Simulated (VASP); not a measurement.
# MgO (P6_3/mmc) in VASP: further runs

Runs on MgO. Level: PBE. Tasks: single point.

Everything below comes from runs of VASP 6.6.1. Logs are shortened: lines on timing, memory, paths and dates and some standing lists are left out, and cuts for length are marked.

## (1) The cell of the first run

It takes space group P6_3/mmc (No. 194, hexagonal). The conventional cell has a = 3.518 Å, b = 3.518 Å, c = 3.909 Å, α = 90.00°, β = 90.00°, γ = 120.00°. Within 2.6 Å of Mg (site symmetry -6m2) lie 5 O at 1.95 to 2.03 Å. O (site symmetry -6m2) has 5 Mg at 1.95 to 2.03 Å within 2.6 Å.

## (2) Single point, PBE (volume 10.471 Å^3 an atom, c/a of the conventional cell 1.1112)

INCAR reads:

```
SYSTEM = MgO
PREC = Accurate
ENCUT = 520
EDIFF = 1E-7
ISMEAR = 0
SIGMA = 0.05
LREAL = .False.
LASPH = .True.
NELM = 60
ALGO = Normal
ISIF = 2
LWAVE = .False.
LCHARG = .False.
GGA = PE
NBANDS = 16
```

KPOINTS reads:

```
regular mesh
0
Gamma
  9 9 6
  0 0 0
```

POSCAR reads:

```
MgO
1.0
    3.5175620096      0.0000000000      0.0000000000
   -1.7587810048      3.0462980597      0.0000000000
    0.0000000000      0.0000000000      3.9087149051
Mg O
2 2
Direct
    0.6666666667      0.3333333333      0.7500000000
    0.3333333333      0.6666666667      0.2500000000
    0.6666666667      0.3333333333      0.2500000000
    0.3333333333      0.6666666667      0.7500000000
```

Potentials or basis: VASP PAW PBE potentials, release 64 (Mg, O).

The run is started by

```sh
> cat potpaw_PBE.64/Mg/POTCAR potpaw_PBE.64/O/POTCAR > POTCAR
> mpirun -np 1 vasp_std > vasp.out
```

OUTCAR:

```text
SYSTEM = MgO
   PREC = Accurate
   ENCUT = 520
   EDIFF = 1E-7
   ISMEAR = 0
   LREAL = .False.
   LASPH = .True.
   NELM = 60
   ISIF = 2
   GGA = PE

 ion  position               nearest neighbor table
   1  0.667  0.333  0.750-   3 1.95   3 1.95   4 2.03   4 2.03   4 2.03   2 2.82   2 2.82   2 2.82
                             2 2.82   2 2.82   2 2.82
   2  0.333  0.667  0.250-   4 1.95   4 1.95   3 2.03   3 2.03   3 2.03   1 2.82   1 2.82   1 2.82
                             1 2.82   1 2.82   1 2.82
   3  0.667  0.333  0.250-   1 1.95   1 1.95   2 2.03   2 2.03   2 2.03
   4  0.333  0.667  0.750-   2 1.95   2 1.95   1 2.03   1 2.03   1 2.03

  LATTYP: Found a hexagonal cell.
 ALAT       =     3.5175620096
 C/A-ratio  =     1.1112000000

  Lattice vectors:

 A1 = (   3.5175620096,   0.0000000000,   0.0000000000)
 A2 = (  -1.7587810048,   3.0462980597,   0.0000000000)
 A3 = (   0.0000000000,   0.0000000000,   3.9087149051)

Analysis of symmetry for initial positions (statically):
=====================================================================
 Subroutine PRICEL returns:
 Original cell was already a primitive cell.

 Routine SETGRP: Setting up the symmetry group for a
 hexagonal supercell.

 Subroutine GETGRP returns: Found 24 space group operations
 (whereof 12 operations were pure point group operations)
 out of a pool of 24 trial point group operations.

The static configuration has the point symmetry D_3d.
 The point group associated with its full space group is D_6h.

Analysis of symmetry for dynamics (positions and initial velocities):
=====================================================================
 Subroutine PRICEL returns:
 Original cell was already a primitive cell.

 Routine SETGRP: Setting up the symmetry group for a
 hexagonal supercell.

 Subroutine GETGRP returns: Found 24 space group operations
 (whereof 12 operations were pure point group operations)
 out of a pool of 24 trial point group operations.

The dynamic configuration has the point symmetry D_3d.
 The point group associated with its full space group is D_6h.

 Subroutine INISYM returns: Found 24 space group operations
 (whereof 12 operations are pure point group operations),
 and found     1 'primitive' translations

----------------------------------------------------------------------------------------

                                     Primitive cell

  volume of cell :      41.8840

[... 90 lines left out ...]
   ENCUT  =  520.0 eV  38.22 Ry    6.18 a.u.   6.54  6.54  7.27*2*pi/ulx,y,z
   NELM   =     60;   NELMIN=  2; NELMDL= -5     # of ELM steps
   EDIFF  = 0.1E-06   stopping-criterion for ELM
   LREAL  =      F    real-space projection
   EDIFFG = 0.1E-05   stopping-criterion for IOM
   NSW    =      0    number of steps for IOM
   IBRION =     -1    ionic relax: 0-MD 1-quasi-New 2-CG
   NFREE  =      0    steps in history (QN), initial steepest desc. (CG)
   ISIF   =      2    stress and relaxation
   ISYM   =      2    0-nonsym 1-usesym 2-fastsym
   POTIM  = 0.5000    time-step for ionic-motion
   TEBEG  =    0.0;   TEEND  =   0.0 temperature during run
   PSTRESS=    0.0 pullay stress
   NELECT =      16.0000    total number of electrons
   NUPDOWN=      -1.0000    fix difference up-down
   EMIN   =  10.00;   EMAX   =-10.00  energy-range for DOS
   EFERMI =   0.00;   METHOD = LEGACY
   ISMEAR =     0;   SIGMA  =   0.05  broadening in eV -4-tet -1-fermi 0-gaus
   EFERMI_NEDOS =   21; number of points for ismear=-14 and -15
   IALGO  =     38    algorithm
   IMIX   =      4    mixing-type and parameters
     AMIX     =   0.40;   BMIX     =  1.00
     AMIX_MAG =   1.60;   BMIX_MAG =  1.00
  volume/ion in A,a.u.               =      10.47        70.66
  Fermi-wavevector in a.u.,A,eV,Ry     =   1.187861  2.244731 19.197992  1.411013
  Thomas-Fermi vector in A             =   2.324003
   LORBIT       =      0    0 simple, 1 ext, 2 COOP (PROOUT), +10 PAW based schemes
   GGA     = PE    functional components
   LHFCALC =     F    Hartree Fock is set to
   AEXX    =    0.0000 exact exchange contribution
   IVDW    =     0    specifies the selected vdW correction
   LEPSILON=     F    determine dielectric tensor
   LRPA    =     F    only Hartree local field effects (RPA)
 non-spin polarized calculation
 Gauss-broadening in eV      SIGMA  =   0.05
  energy-cutoff  :      520.00
  volume of cell :       41.88
 maximum number of plane-waves:      1143
 NGX is ok and might be reduce to    28
   NGX = 13   NGY = 13   NGZ = 15

 number of electron      15.9999998 magnetization

 Free energy of the ion-electron system (eV)
  ---------------------------------------------------
  ext. energy  EPLUGINS =         0.00000000
  ---------------------------------------------------
  free energy    TOTEN  =       -23.39804148 eV

  energy without entropy =      -23.39804148  energy(sigma->0) =      -23.39804148

 E-fermi :   2.4571     XC(G=0): -10.2622

 val. band max:        2.1992368390   @ k =   0.0000   0.0000   0.0000
 cond. band min:       5.9471154246   @ k =   0.0000   0.0000   0.0000
 fundamental gap:      3.7478785856
 Fermi energy:         2.4570638449

 k-point     1 :       0.0000    0.0000    0.0000
  band No.  band energies     occupation
      1     -14.8850      2.00000
      2     -13.2398      2.00000
      3      -1.3149      2.00000
      4       0.3359      2.00000
      5       0.3359      2.00000
      6       1.5162      2.00000
[... 433 lines left out ...]
      3      -1.4342      2.00000
      4      -0.6298      2.00000
      5      -0.6298      2.00000
      6       1.1278      2.00000
[... 8 lines left out ...]
     15      17.3080      0.00000
     16      19.3696      0.00000

 [... further k-points ...]
[... 5 lines left out ...]
  --------------------------------------------------------------------------------------
  -------------------------------------------------------------------------------------
  Total        1.7482710      1.7482710      7.7943528      0.0000000      0.0000000      0.0000000
  in kB       66.8761372     66.8761372    298.1552706      0.0000000      0.0000000      0.0000000
  external PRESSURE =     143.9691816 kB  Pullay stress =       0.0000000 kB

 VOLUME and BASIS-vectors are now :
 -----------------------------------------------------------------------------
  energy-cutoff  :      520.00
  volume of cell :       41.88
      direct lattice vectors                 reciprocal lattice vectors
     3.517562010  0.000000000  0.000000000     0.284287810  0.164133644  0.000000000
    -1.758781005  3.046298060  0.000000000     0.000000000  0.328267287  0.000000000
     0.000000000  0.000000000  3.908714905     0.000000000  0.000000000  0.255838562

 POSITION                                       TOTAL-FORCE (eV/Angst)
 -----------------------------------------------------------------------------------
      1.75878      1.01543      2.93154         0.000000      0.000000      0.000000
     -0.00000      2.03087      0.97718         0.000000     -0.000000      0.000000
      1.75878      1.01543      0.97718        -0.000000      0.000000      0.000000
     -0.00000      2.03087      2.93154         0.000000     -0.000000      0.000000
 -----------------------------------------------------------------------------------
    total drift:                                0.000000     -0.000000      0.000000

  FREE ENERGIE OF THE ION-ELECTRON SYSTEM (eV)
  ---------------------------------------------------
  free  energy   TOTEN  =       -23.3980414774 eV

  energy  without entropy=      -23.3980414774  energy(sigma->0) =      -23.39804148
```

OSZICAR:

```text
N       E                     dE             d eps       ncg     rms          rms(c)
DAV:   1     0.605675329314E+02    0.60568E+02   -0.77989E+03  1552   0.903E+02
DAV:   2    -0.240673115827E+02   -0.84635E+02   -0.78263E+02  2184   0.198E+02
DAV:   3    -0.276112206327E+02   -0.35439E+01   -0.35348E+01  1752   0.418E+01
DAV:   4    -0.276254863220E+02   -0.14266E-01   -0.14265E-01  1960   0.307E+00
DAV:   5    -0.276255587552E+02   -0.72433E-04   -0.72433E-04  1728   0.209E-01    0.115E+01
DAV:   6    -0.234740857078E+02    0.41515E+01   -0.10287E+01  1688   0.252E+01    0.341E+00
DAV:   7    -0.234218866510E+02    0.52199E-01   -0.15236E-01  1560   0.305E+00    0.214E+00
DAV:   8    -0.234000164364E+02    0.21870E-01   -0.92539E-02  1664   0.322E+00    0.521E-01
DAV:   9    -0.233972058055E+02    0.28106E-02   -0.90215E-03  1912   0.833E-01    0.114E-01
DAV:  10    -0.233980244792E+02   -0.81867E-03   -0.83198E-04  1552   0.216E-01    0.394E-02
DAV:  11    -0.233980417788E+02   -0.17300E-04   -0.32145E-05  1704   0.484E-02    0.189E-02
DAV:  12    -0.233980422937E+02   -0.51491E-06   -0.77636E-06  1560   0.206E-02    0.708E-03
DAV:  13    -0.233980414858E+02    0.80793E-06   -0.29278E-06  1976   0.133E-02    0.621E-04
DAV:  14    -0.233980414774E+02    0.84134E-08   -0.66128E-08   912   0.224E-03
   1 F= -.23398041E+02 E0= -.23398041E+02  d E =-.164403E-15
```

Wall time 14 s (1 thread of Intel Xeon 6975P-C (Granite Rapids), shared host); peak memory 0.17 GiB.

Results:

```
Free energy            : -23.3980 eV
Pressure               : 14.4 GPa
Band gap on the k mesh : 3.75 eV, direct
```

Stress tensor (GPa, compression positive):
```
 6.69  0.00  0.00
 0.00  6.69  0.00
 0.00  0.00 29.82
```

Levels at points of the mesh, in eV from the valence-band top:
```tsv
k point	band 5	band 6	band 7	band 8	band 9	band 10	band 11	band 12
(0.00, 0.00, 0.00)	-1.86	-0.68	-0.68	0.00	3.75	10.35	12.51	12.51
(0.00, 0.00, 0.50)	-1.30	-1.30	-1.30	-1.30	6.88	6.88	12.86	12.86
```

## (3) Single point, PBE (volume 10.471 Å^3 an atom, c/a of the conventional cell 1.3044)

INCAR reads:

```
SYSTEM = MgO
ALGO = Normal ; EDIFF = 1E-6
ENCUT = 520 ; GGA = PE
ISIF = 2 ; ISMEAR = 0
LASPH = .TRUE. ; LCHARG = .FALSE.
LREAL = .FALSE. ; LWAVE = .FALSE.
NBANDS = 16 ; NELM = 80
PREC = Accurate ; SIGMA = 0.05
```

KPOINTS reads:

```
k-points
0
G
  9 9 6
  0 0 0
```

POSCAR reads:

```
MgO
1.0
    3.3345372737      0.0000000000      0.0000000000
   -1.6672686369      2.8877939889      0.0000000000
    0.0000000000      0.0000000000      4.3495704199
Mg O
2 2
Direct
    0.6666666667      0.3333333333      0.7500000000
    0.3333333333      0.6666666667      0.2500000000
    0.6666666667      0.3333333333      0.2500000000
    0.3333333333      0.6666666667      0.7500000000
```

Potentials or basis: VASP PAW PBE potentials, release 64 (Mg, O).

The run is started by

```sh
> cat potpaw_PBE.64/Mg/POTCAR potpaw_PBE.64/O/POTCAR > POTCAR
> mpirun -np 1 vasp_std > vasp.out
```

Wall time 15 s (1 thread of Intel Xeon 6975P-C (Granite Rapids), shared host); peak memory 0.17 GiB.

Results (log left out):

```yaml
Free_energy: -23.4353 eV
Pressure: 13.2 GPa
Band_gap_on_the_k_mesh: 3.62 eV, direct
```

Stress tensor (GPa, compression positive):
```
18.90  0.00  0.00
 0.00 18.90  0.00
 0.00  0.00  1.94
```

Levels at points of the mesh, in eV from the valence-band top:
```
           k point  band 5  band 6  band 7  band 8  band 9  band 10  band 11  band 12
(0.00, 0.00, 0.00)   -1.78   -1.05   -1.05    0.00    3.62     9.61    11.84    13.45
(0.00, 0.00, 0.50)   -1.43   -1.43   -1.43   -1.43    6.62     6.62    13.81    13.81
```

## (4) Single point, PBE (volume 10.471 Å^3 an atom, c/a of the conventional cell 1.1474)

INCAR reads:

```
SYSTEM = MgO
PREC = Accurate
ENCUT = 520
EDIFF = 1E-7
ISMEAR = 0
SIGMA = 0.05
LREAL = .False.
LASPH = .True.
NELM = 80
ALGO = Normal
ISIF = 2
LWAVE = .False.
LCHARG = .False.
GGA = PE
NBANDS = 16
```

KPOINTS reads:

```
Automatic mesh
0
Gamma
  9 9 6
  0 0 0
```

POSCAR reads:

```
MgO
1.0
    3.4801734639      0.0000000000      0.0000000000
   -1.7400867320      3.0139186293      0.0000000000
    0.0000000000      0.0000000000      3.9931510325
Mg O
2 2
Direct
    0.6666666667      0.3333333333      0.7500000000
    0.3333333333      0.6666666667      0.2500000000
    0.6666666667      0.3333333333      0.2500000000
    0.3333333333      0.6666666667      0.7500000000
```

The run is started by

```sh
> cat potpaw_PBE.64/Mg/POTCAR potpaw_PBE.64/O/POTCAR > POTCAR
> mpirun -np 1 vasp_std > vasp.out
```

Wall time 14 s (1 thread of Intel Xeon 6975P-C (Granite Rapids), shared host); peak memory 0.17 GiB.

It converged, with:

```
Free energy            : -23.4989 eV
Pressure               : 12.8 GPa
Band gap on the k mesh : 3.73 eV, direct
```

Stress tensor (GPa, compression positive):
```
 8.37  0.00  0.00
 0.00  8.37  0.00
 0.00  0.00 21.56
```

Levels at points of the mesh, in eV from the valence-band top:
| k point | band 6 | band 7 | band 8 | band 9 | band 10 | band 11 |
| --- | --- | --- | --- | --- | --- | --- |
| (0.00, 0.00, 0.00) | -0.76 | -0.76 | 0.00 | 3.73 | 10.13 | 12.65 |
| (0.00, 0.00, 0.50) | -1.33 | -1.33 | -1.33 | 6.82 | 6.82 | 13.01 |

[end of part 1 of 2]
